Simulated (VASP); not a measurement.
# ZnCu2SnSe4 (I-42m) in VASP: a series of runs

The runs below take ZnCu2SnSe4 through single point, with PBEsol.

Program: VASP 6.6.1. These are calculated values, not measurements. Logs are shortened: lines on timing, memory, paths and dates and some standing lists are left out, and cuts for length are marked.

## 1. The cell of the first run

Symmetry: I-42m, No. 121, tetragonal system. Conventional cell: a = 5.657 Å, b = 5.657 Å, c = 11.318 Å, α = 90.00°, β = 90.00°, γ = 90.00°. Within 3.4 Å of Sn (site symmetry -42m) lie 4 Se at 2.59 Å. Within 3.1 Å of Se (site symmetry m) lie 2 Cu at 2.38 Å and 1 Zn at 2.46 Å and 1 Sn at 2.59 Å. Zn (site symmetry -42m) has 4 Se at 2.46 Å within 3.2 Å. Within 3.1 Å of Cu (site symmetry -4) lie 4 Se at 2.38 Å.

## 2. Single point, PBEsol

INCAR

```
PREC = Accurate
ENCUT = 520
EDIFF = 1E-7
ISMEAR = -1
SIGMA = 0.05
LREAL = F
LASPH = T
NELM = 60
ALGO = Normal
ISIF = 2
LWAVE = F
LCHARG = F
GGA = PS
NBANDS = 46
```

KPOINTS

```
regular mesh
0
Gamma
  7 7 7
```

POSCAR

```
ZnCu2SnSe4
1.0
   -2.8286814848      2.8286814848      5.6589449158
    2.8286814848     -2.8286814848      5.6589449158
    2.8286814848      2.8286814848     -5.6589449158
Sn Se Zn Cu
1 4 1 2
Direct
    0.5000000000      0.5000000000      0.0000000000
    0.8966464973      0.3755438537      0.0000000000
    0.1033535027      0.1033535027      0.4788973564
    0.3755438537      0.8966464973      0.0000000000
    0.6244561463      0.6244561463      0.5211026436
    0.0000000000      0.0000000000      0.0000000000
    0.2500000000      0.7500000000      0.5000000000
    0.7500000000      0.2500000000      0.5000000000
```

Potentials or basis: VASP PAW PBE potentials, release 64 (Sn_d, Se, Zn, Cu).

Launch:

```
$ cat potpaw_PBE.64/Sn_d/POTCAR potpaw_PBE.64/Se/POTCAR potpaw_PBE.64/Zn/POTCAR potpaw_PBE.64/Cu/POTCAR > POTCAR
$ mpirun -np 1 vasp_std > vasp.out
```

OUTCAR:

```text
PREC = Accurate
   ENCUT = 520
   EDIFF = 1E-7
   ISMEAR = -1
   LREAL = F
   LASPH = T
   NELM = 60
   ISIF = 2
   GGA = PS

 ion  position               nearest neighbor table
   1  0.500  0.500  0.000-   3 2.59   4 2.59   2 2.59   5 2.59
   2  0.897  0.376  0.000-   7 2.38   8 2.38   6 2.46   1 2.59
   3  0.103  0.103  0.479-   7 2.38   8 2.38   6 2.46   1 2.59
   4  0.376  0.897  0.000-   8 2.38   7 2.38   6 2.46   1 2.59
   5  0.624  0.624  0.521-   7 2.38   8 2.38   6 2.46   1 2.59
   6  0.000  0.000  0.000-   3 2.46   2 2.46   4 2.46   5 2.46
   7  0.250  0.750  0.500-   5 2.38   4 2.38   2 2.38   3 2.38
   8  0.750  0.250  0.500-   5 2.38   2 2.38   4 2.38   3 2.38

  LATTYP: Found a body centered tetragonal cell.
 ALAT       =     5.6573629696
 C/A-ratio  =     2.0005592521

  Lattice vectors:

 A1 = (  -2.8286814848,   2.8286814848,   5.6589449158)
 A2 = (   2.8286814848,  -2.8286814848,   5.6589449158)
 A3 = (   2.8286814848,   2.8286814848,  -5.6589449158)

Analysis of symmetry for initial positions (statically):
=====================================================================
 Subroutine PRICEL returns:
 Original cell was already a primitive cell.

 Routine SETGRP: Setting up the symmetry group for a
 body centered tetragonal supercell.

 Subroutine GETGRP returns: Found  8 space group operations
 (whereof  8 operations were pure point group operations)
 out of a pool of 16 trial point group operations.

The static configuration has the point symmetry D_2d.

Analysis of symmetry for dynamics (positions and initial velocities):
=====================================================================
 Subroutine PRICEL returns:
 Original cell was already a primitive cell.

 Routine SETGRP: Setting up the symmetry group for a
 body centered tetragonal supercell.

 Subroutine GETGRP returns: Found  8 space group operations
 (whereof  8 operations were pure point group operations)
 out of a pool of 16 trial point group operations.

The dynamic configuration has the point symmetry D_2d.

 Subroutine INISYM returns: Found  8 space group operations
 (whereof  8 operations are pure point group operations),
 and found     1 'primitive' translations

----------------------------------------------------------------------------------------

                                     Primitive cell

  volume of cell :     181.1188

  direct lattice vectors                    reciprocal lattice vectors
    -2.828681485  2.828681485  5.658944916     0.000000000  0.176760799  0.088355693
     2.828681485 -2.828681485  5.658944916     0.176760799  0.000000000  0.088355693
     2.828681485  2.828681485 -5.658944916     0.176760799  0.176760799  0.000000000

  length of vectors
     6.930117996  6.930117996  6.930117996     0.197613534  0.197613534  0.249977520

  position of ions in fractional coordinates (direct lattice)
     0.500000000  0.500000000  0.000000000
     0.896646497  0.375543854  0.000000000
     0.103353503  0.103353503  0.478897356
     0.375543854  0.896646497  0.000000000
     0.624456146  0.624456146  0.521102644
     0.000000000  0.000000000  0.000000000
     0.250000000  0.750000000  0.500000000
     0.750000000  0.250000000  0.500000000

  ion indices of the primitive-cell ions
   primitive index   ion index
                 1           1
                 2           2
                 3           3
                 4           4
                 5           5
                 6           6
                 7           7
                 8           8

----------------------------------------------------------------------------------------

 KPOINTS: regular mesh

Automatic generation of k-mesh.
 Grid dimensions read from file:
 generate k-points for:    7    7    7

 Generating k-lattice:

  Cartesian coordinates                     Fractional coordinates (reciprocal lattice)
     0.000000000  0.025251543  0.012622242     0.142857143 -0.000000000  0.000000000
     0.025251543  0.000000000  0.012622242    -0.000000000  0.142857143  0.000000000
     0.025251543  0.025251543  0.000000000     0.000000000  0.000000000  0.142857143

  Length of vectors
     0.028230505  0.028230505  0.035711074

  Shift w.r.t. Gamma in fractional coordinates (k-lattice)
     0.000000000  0.000000000  0.000000000

 Subroutine IBZKPT returns following result:
 ===========================================

 Found     40 irreducible k-points:

 Following reciprocal coordinates:
            Coordinates               Weight
  0.000000  0.000000  0.000000      1.000000
  0.142857  0.000000  0.000000      8.000000
  0.285714  0.000000  0.000000      8.000000
  0.428571  0.000000 -0.000000      8.000000
  0.142857  0.142857  0.000000      8.000000
  0.285714  0.142857  0.000000     16.000000
[... 16 lines left out ...]
 -0.142857  0.285714  0.142857      8.000000
 -0.428571  0.428571  0.142857      8.000000
 [... further k-points ...]
   k-points           NKPTS =     40   k-points in BZ     NKDIM =     40   number of bands    NBANDS=     46
   number of dos      NEDOS =    301   number of ions     NIONS =      8
   total plane-waves  NPLWV = 157464
   dimension x,y,z NGX =    54 NGY =   54 NGZ =   54
   dimension x,y,z NGXF=   108 NGYF=  108 NGZF=  108
   ions per type =               1   4   1   2
   NGX,Y,Z   is equivalent  to a cutoff of  12.95, 12.95, 12.95 a.u.
   NGXF,Y,Z  is equivalent  to a cutoff of  25.91, 25.91, 25.91 a.u.
 SYSTEM =  unknown system
   PREC   = accura    normal or accurate (medium, high low for compatibility)
   ISTART =      0    job   : 0-new  1-cont  2-samecut
   ICHARG =      2    charge: 1-file 2-atom 10-const
   ISPIN  =      1    spin polarized calculation?
   LNONCOLLINEAR =      F non collinear calculations
   LSORBIT =      F    spin-orbit coupling
   LASPH  =      T    aspherical Exc in radial PAW
   ENCUT  =  520.0 eV  38.22 Ry    6.18 a.u.  12.89 12.89 12.89*2*pi/ulx,y,z
   NELM   =     60;   NELMIN=  2; NELMDL= -5     # of ELM steps
   EDIFF  = 0.1E-06   stopping-criterion for ELM
   LREAL  =      F    real-space projection
   EDIFFG = 0.1E-05   stopping-criterion for IOM
   NSW    =      0    number of steps for IOM
   IBRION =     -1    ionic relax: 0-MD 1-quasi-New 2-CG
   NFREE  =      0    steps in history (QN), initial steepest desc. (CG)
   ISIF   =      2    stress and relaxation
   ISYM   =      2    0-nonsym 1-usesym 2-fastsym
   POTIM  = 0.5000    time-step for ionic-motion
   TEBEG  =    0.0;   TEEND  =   0.0 temperature during run
   PSTRESS=    0.0 pullay stress
   NELECT =      72.0000    total number of electrons
   NUPDOWN=      -1.0000    fix difference up-down
   EMIN   =  10.00;   EMAX   =-10.00  energy-range for DOS
   EFERMI =   0.00;   METHOD = LEGACY
   ISMEAR =    -1;   SIGMA  =   0.05  broadening in eV -4-tet -1-fermi 0-gaus
   EFERMI_NEDOS =   21; number of points for ismear=-14 and -15
   IALGO  =     38    algorithm
   IMIX   =      4    mixing-type and parameters
     AMIX     =   0.40;   BMIX     =  1.00
     AMIX_MAG =   1.60;   BMIX_MAG =  1.00
  volume/ion in A,a.u.               =      22.64       152.78
  Fermi-wavevector in a.u.,A,eV,Ry     =   1.203736  2.274731 19.714565  1.448980
  Thomas-Fermi vector in A             =   2.339481
   LORBIT       =      0    0 simple, 1 ext, 2 COOP (PROOUT), +10 PAW based schemes
   GGA     = PS    functional components
   LHFCALC =     F    Hartree Fock is set to
   AEXX    =    0.0000 exact exchange contribution
   IVDW    =     0    specifies the selected vdW correction
   LEPSILON=     F    determine dielectric tensor
   LRPA    =     F    only Hartree local field effects (RPA)
 non-spin polarized calculation
  energy-cutoff  :      520.00
  volume of cell :      181.12
 maximum number of plane-waves:      4909
 NGX is ok and might be reduce to    54
   NGX = 25   NGY = 25   NGZ = 25

 number of electron      72.0000024 magnetization

 Free energy of the ion-electron system (eV)
  ---------------------------------------------------
  ext. energy  EPLUGINS =         0.00000000
  ---------------------------------------------------
  free energy    TOTEN  =       -32.76961198 eV

  energy without entropy =      -32.76678489  energy(sigma->0) =      -32.76819843

 E-fermi :   4.1015     XC(G=0):  -9.7538

 val. band max:        4.0650118785   @ k =   0.0000   0.0000   0.0000
 cond. band min:       4.2266072211   @ k =   0.4286   0.4286  -0.0000
 fundamental gap:      0.1615953426
 Fermi energy:         4.1015214289

 k-point     1 :       0.0000    0.0000    0.0000
  band No.  band energies     occupation
      1     -18.1415      2.00000
      2     -18.1415      2.00000
      3     -18.1297      2.00000
      4     -18.0870      2.00000
      5     -18.0746      2.00000
      6     -10.4581      2.00000
[... 38 lines left out ...]
     45       8.8986      0.00000
     46      10.1971      0.00000

 k-point     2 :       0.1429    0.0000    0.0000
  band No.  band energies     occupation
      1     -18.1415      2.00000
      2     -18.1415      2.00000
      3     -18.1297      2.00000
      4     -18.0870      2.00000
      5     -18.0745      2.00000
      6     -10.3952      2.00000
[... 38 lines left out ...]
     45       8.9355      0.00000
     46       9.7681      0.00000

 k-point     3 :       0.2857    0.0000    0.0000
  band No.  band energies     occupation
      1     -18.1416      2.00000
      2     -18.1415      2.00000
      3     -18.1298      2.00000
      4     -18.0869      2.00000
      5     -18.0744      2.00000
      6     -10.2174      2.00000
[... 1018 lines left out ...]
     45       9.5799      0.00000
     46       9.8182      0.00000

 k-point    24 :      -0.4286    0.4286    0.1429
  band No.  band energies     occupation
      1     -18.1418      2.00000
      2     -18.1416      2.00000
      3     -18.1302      2.00000
      4     -18.0868      2.00000
      5     -18.0740      2.00000
      6      -9.7530      2.00000
[... 38 lines left out ...]
     45       9.3701      0.00000
     46       9.5368      0.00000

 [... further k-points ...]

------------------------ aborting loop because EDIFF is reached ----------------------------------------

  FORCE on cell =-STRESS in cart. coord.  units (eV):
  Direction    XX          YY          ZZ          XY          YZ          ZX
  --------------------------------------------------------------------------------------
  -------------------------------------------------------------------------------------
  Total        0.2705470      0.2705470      0.2130434      0.0000000      0.0000000      0.0000000
  in kB        2.3932594      2.3932594      1.8845821      0.0000000      0.0000000      0.0000000
  external PRESSURE =       2.2237003 kB  Pullay stress =       0.0000000 kB

 VOLUME and BASIS-vectors are now :
 -----------------------------------------------------------------------------
  energy-cutoff  :      520.00
  volume of cell :      181.12
      direct lattice vectors                 reciprocal lattice vectors
    -2.828681485  2.828681485  5.658944916     0.000000000  0.176760799  0.088355693
     2.828681485 -2.828681485  5.658944916     0.176760799  0.000000000  0.088355693
     2.828681485  2.828681485 -5.658944916     0.176760799  0.176760799  0.000000000

 POSITION                                       TOTAL-FORCE (eV/Angst)
 -----------------------------------------------------------------------------------
      0.00000      0.00000      5.65894        -0.000000      0.000000     -0.000000
     -1.47403      1.47403      7.19926         0.008581     -0.008581     -0.010461
      1.35465      1.35465     -1.54031         0.008581      0.008581      0.010461
      1.47403     -1.47403      7.19926        -0.008581      0.008581     -0.010461
      1.47403      1.47403      4.11863        -0.008581     -0.008581      0.010461
      0.00000      0.00000      0.00000        -0.000000      0.000000      0.000000
      2.82868      0.00000      2.82947        -0.000000      0.000000      0.000000
      0.00000      2.82868      2.82947        -0.000000      0.000000      0.000000
 -----------------------------------------------------------------------------------
    total drift:                               -0.000002     -0.000002      0.000001

  FREE ENERGIE OF THE ION-ELECTRON SYSTEM (eV)
  ---------------------------------------------------
  free  energy   TOTEN  =       -32.7696119843 eV

  energy  without entropy=      -32.7667848856  energy(sigma->0) =      -32.76819843
```

Run time: 18 min. Hardware: 1 thread of Intel Xeon Platinum 8259CL at 2.50GHz (Skylake/Cascade Lake), shared host; peak memory 0.62 GiB.

Results:

- Free energy: -32.7696 eV
- Pressure: 0.2 GPa
- Largest force: 0.016 eV/Å
- Band gap on the k mesh: zero (filled and empty bands touch)

Forces in eV/Å, atoms in the order of the input:
```
Sn   0.000  0.000  0.000
Se   0.009 -0.009 -0.010
Se   0.009  0.009  0.010
Se  -0.009  0.009 -0.010
Se  -0.009 -0.009  0.010
Zn   0.000  0.000  0.000
Cu   0.000  0.000  0.000
Cu   0.000  0.000  0.000
```

Levels at points of the mesh, in eV from the Fermi level:
```
           k point  band 33  band 34  band 35  band 36  band 37  band 38  band 39  band 40
(0.00, 0.00, 0.00)    -1.90    -0.44    -0.09    -0.04    -0.04     1.48     2.53     3.22
```

Caveat: the PAW data sets were made with another functional, which shifts forces and pressure a little; spin-orbit coupling is left out, which moves the levels of the heavy elements. With open d or f shells a metallic result of PBEsol can be an artefact of self-interaction; +U or a hybrid may open a gap.

## 3. Single point, PBEsol

This run uses another cell than the first one, of 17.66 Å³/atom.

INCAR

```
SYSTEM = ZnCu2SnSe4
PREC = Accurate ; ENCUT = 520
EDIFF = 1E-6 ; ISMEAR = -1
SIGMA = 0.05 ; LREAL = .FALSE.
LASPH = .TRUE. ; NELM = 80
ALGO = Normal ; ISIF = 2
LWAVE = .FALSE. ; LCHARG = .FALSE.
GGA = PS ; NBANDS = 46
```

KPOINTS

```
regular mesh
0
G
  7 7 7
  0 0 0
```

POSCAR

```
ZnCu2SnSe4
1.0
   -2.6033299622      2.6033299622      5.2101981352
    2.6033299622     -2.6033299622      5.2101981352
    2.6033299622      2.6033299622     -5.2101981352
Sn Se Zn Cu
1 4 1 2
Direct
    0.5000000000      0.5000000000      0.0000000000
    0.9016705929      0.3718496878      0.0000000000
    0.0983294071      0.0983294071      0.4701790949
    0.3718496878      0.9016705929      0.0000000000
    0.6281503122      0.6281503122      0.5298209051
    0.0000000000      0.0000000000      0.0000000000
    0.2500000000      0.7500000000      0.5000000000
    0.7500000000      0.2500000000      0.5000000000
```

Potentials or basis: VASP PAW PBE potentials, release 64 (Sn_d, Se, Zn, Cu).

Launch:

```
$ cat potpaw_PBE.64/Sn_d/POTCAR potpaw_PBE.64/Se/POTCAR potpaw_PBE.64/Zn/POTCAR potpaw_PBE.64/Cu/POTCAR > POTCAR
$ mpirun -np 1 vasp_std > vasp.out
```

Wall time 7.7 min (1 thread of Intel Xeon Platinum 8259CL at 2.50GHz (Skylake/Cascade Lake), shared host); peak memory 0.48 GiB.

Results (log left out):

| Item | Value |
| --- | --- |
| Free energy | -29.7380 eV |
| Pressure | 30.4 GPa |
| Largest force | 0.026 eV/Å |
| Band gap on the k mesh | 0.20 eV |

Forces in eV/Å, atoms in the order of the input:
```
Sn   0.000  0.000  0.000
Se   0.018 -0.018 -0.003
Se   0.018  0.018  0.003
Se  -0.018  0.018 -0.003
Se  -0.018 -0.018  0.003
Zn   0.000  0.000  0.000
Cu   0.000  0.000  0.000
Cu   0.000  0.000  0.000
```

Levels at points of the mesh, in eV from the valence-band top:
| k point | band 32 | band 33 | band 34 | band 35 | band 36 | band 37 | band 38 | band 39 | band 40 | band 41 |
| --- | --- | --- | --- | --- | --- | --- | --- | --- | --- | --- |
| (0.00, 0.00, 0.00) | -3.06 | -2.88 | -0.05 | 0.00 | 0.00 | 0.20 | 1.06 | 2.62 | 3.37 | 3.37 |

Caveat: the cell stands under pressure; the PAW data sets were made with another functional, which shifts forces and pressure a little; spin-orbit coupling is left out, which moves the levels of the heavy elements; an odd mesh through Γ misses points on the zone boundary, where band edges can lie.
